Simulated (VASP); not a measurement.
Wanted: the native input for a VASP 6.6.1 run.

```
Task                   : single point
Functional             : RPBE
Dispersion             : D4
Potentials or basis    : VASP PAW PBE potentials, release 64 (Cu, O)
Cutoff                 : 520 eV
k mesh                 : 10 × 10 × 5
Occupations            : fermi-dirac, width 0.05 eV
Spin                   : no spin polarisation
Dipole correction      : no
Further INCAR settings : ALGO = Normal; EDIFF = 1e-06; NBANDS = 25
```

The structure of CuO lies in POSCAR:

```
CuO
1.0
    2.3101994985     -1.6881714891      0.0000000000
    2.3101994985      1.6881714891      0.0000000000
   -0.8385391614      0.0000000000      4.9895114286
Cu O
2 2
Direct
    0.5000000000      0.0000000000      0.5000000000
    0.0000000000      0.5000000000      0.0000000000
    0.4184000000      0.5816000000      0.7500000000
    0.5816000000      0.4184000000      0.2500000000
```

The input as run:

INCAR

```
  PREC = Accurate
  ENCUT = 520
  EDIFF = 1E-6
  ISMEAR = -1
  SIGMA = 0.05
  LREAL = F
  LASPH = T
  NELM = 100
  ALGO = Normal
  ISIF = 2
  LWAVE = F
  LCHARG = F
  GGA = RP
  IVDW = 13
  NBANDS = 25
```

KPOINTS

```
regular mesh
0
Gamma
  10 10 5
```

Potentials or basis: VASP PAW PBE potentials, release 64 (Cu, O).

Run with:

```bash
$ cat potpaw_PBE.64/Cu/POTCAR potpaw_PBE.64/O/POTCAR > POTCAR
$ mpirun -np 1 vasp_std > vasp.out
```

Results of the run:

```
Pressure                   : 10.7 GPa
Largest force              : 0.003 eV/Å
Band gap on the k mesh     : zero (bands 17 and 18 overlap by 0.60 eV)
Dispersion energy per atom : -0.712 eV
```

Caveat: the cell stands under pressure; the PAW data sets were made with another functional, which shifts forces and pressure a little; semilocal functionals often make such compounds metallic where correlation or magnetic order opens a gap, which also shifts bond lengths.

Wall time 110 s on 1 thread of Intel(R) Xeon(R) Platinum 8259CL CPU @ 2.50GHz (Skylake/Cascade Lake), on a shared host, peak memory 0.24 GiB.
